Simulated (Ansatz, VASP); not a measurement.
## BN in VASP and in Ansatz

File INCAR:

```
SYSTEM = BN
PREC = Accurate
ENCUT = 520
EDIFF = 1E-7
ISMEAR = 0
SIGMA = 0.05
LREAL = .False.
LASPH = .True.
NELM = 60
ALGO = Normal
ISIF = 2
LWAVE = .False.
LCHARG = .True.
GGA = CA
LELF = .True.
LVHAR = .True.
NBANDS = 36
```

File KPOINTS:

```
regular mesh
0
Gamma
  10 10 2
  0 0 0
```

POSCAR

```
BN
1.0
   -2.5539396017      0.0000000000      0.0000000000
    1.2769698009     -2.2117765748      0.0000000000
    0.0000000000      0.0000000000     18.6805650000
B N
6 6
Direct
    0.3333333333      0.6666666667      0.1554756783
    0.3333333333      0.6666666667      0.3817458688
    0.3333333333      0.6666666667      0.6080160592
    0.6666666667      0.3333333333      0.0423405831
    0.6666666667      0.3333333333      0.2686107736
    0.6666666667      0.3333333333      0.4948809640
    0.3333333333      0.6666666667      0.0707492581
    0.3333333333      0.6666666667      0.2970194485
    0.3333333333      0.6666666667      0.5232896389
    0.6666666667      0.3333333333      0.6364247342
    0.6666666667      0.3333333333      0.1838843533
    0.6666666667      0.3333333333      0.4101545437
```

Input for Ansatz:

```yaml
crystal:
  lattice:
    - [-2.5539396017, 0.0, 0.0]
    - [1.2769698009, -2.2117765748, 0.0]
    - [0.0, 0.0, 18.680565]
  atoms:
    - { symbol: B, position: [0.3333333333, 0.6666666667, 0.1554756783] }
    - { symbol: B, position: [0.3333333333, 0.6666666667, 0.3817458688] }
    - { symbol: B, position: [0.3333333333, 0.6666666667, 0.6080160592] }
    - { symbol: B, position: [0.6666666667, 0.3333333333, 0.0423405831] }
    - { symbol: B, position: [0.6666666667, 0.3333333333, 0.2686107736] }
    - { symbol: B, position: [0.6666666667, 0.3333333333, 0.494880964] }
    - { symbol: "N", position: [0.3333333333, 0.6666666667, 0.0707492581] }
    - { symbol: "N", position: [0.3333333333, 0.6666666667, 0.2970194485] }
    - { symbol: "N", position: [0.3333333333, 0.6666666667, 0.5232896389] }
    - { symbol: "N", position: [0.6666666667, 0.3333333333, 0.6364247342] }
    - { symbol: "N", position: [0.6666666667, 0.3333333333, 0.1838843533] }
    - { symbol: "N", position: [0.6666666667, 0.3333333333, 0.4101545437] }
basis:
  ecutwfc: 420
kpoints:
  mp_grid: { grid: [10, 10, 2] }
hamiltonian:
  xc: lda
scf:
  occupations: { method: gaussian, width: 0.05 }
output:
  forces: true
  stress: true
  eigenvalues: true
```

Alike in both runs: task single point; functional LDA; k mesh 10 × 10 × 2; occupations gaussian, width 0.05 eV; no spin polarisation.

|  | VASP | Ansatz |
| --- | --- | --- |
| version | VASP 6.6.1 | Ansatz 0.2.0 |
| potentials or method | VASP PAW LDA potentials, release 64 (B, N), cutoff 520 eV | scalar-relativistic, plane waves, PAW |
| valence electrons in the cell | 48 | 48 |

Ansatz gave:

```
gap on the k mesh at the Fermi level (eV) : none
rms of the force components (eV/Å)        : 0.781
```

**Question.** What did VASP give for the same quantities?

**Answer.** gap on the k mesh at the Fermi level (eV): none; rms of the force components (eV/Å): 0.778.

LDA's correlation is that of Perdew and Zunger in VASP and of Perdew and Wang (1992) in Ansatz. Atom by atom the forces differ by 0.007 eV/Å (rms over components). A gap of «none» marks a metal or a gap that the smearing closes.
